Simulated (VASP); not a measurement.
A run of VASP 6.6.1:

Contents of INCAR:

```
SYSTEM = GaCo
PREC = Accurate ; ENCUT = 520
EDIFF = 1E-6 ; ISMEAR = 0
SIGMA = 0.1 ; LREAL = .FALSE.
LASPH = .TRUE. ; NELM = 150
ALGO = Normal ; ISIF = 2
LWAVE = .FALSE. ; LCHARG = .FALSE.
ISPIN = 2 ; MAGMOM = -0.01 0.18
LORBIT = 11 ; LMAXMIX = 4
GGA = PE ; NBANDS = 22
```

Contents of KPOINTS:

```
regular mesh
0
G
  14 14 14
  0 0 0
```

File POSCAR:

```
GaCo
1.0
    2.9382839650      0.0000000000      0.0000000000
    0.0000000000      2.9382839650      0.0000000000
    0.0000000000      0.0000000000      2.9382839650
Ga Co
1 1
Direct
    0.5000000000      0.5000000000      0.5000000000
    0.0000000000      0.0000000000      0.0000000000
```

Potentials or basis: VASP PAW PBE potentials, release 64 (Ga_d, Co).

Launch:

```bash
$ cat potpaw_PBE.64/Ga_d/POTCAR potpaw_PBE.64/Co/POTCAR > POTCAR
$ mpirun -np 1 vasp_std > vasp.out
```

Hardware: 1 thread of Intel(R) Xeon(R) Platinum 8259CL CPU @ 2.50GHz (Skylake/Cascade Lake) (shared host).

Problem. How long does it take, and how much memory?

Solution. It took 100 s on 1 thread of Intel(R) Xeon(R) Platinum 8259CL CPU @ 2.50GHz (Skylake/Cascade Lake) (shared host), peak memory 0.23 GiB. Counts: scf iterations 16, k points 120.
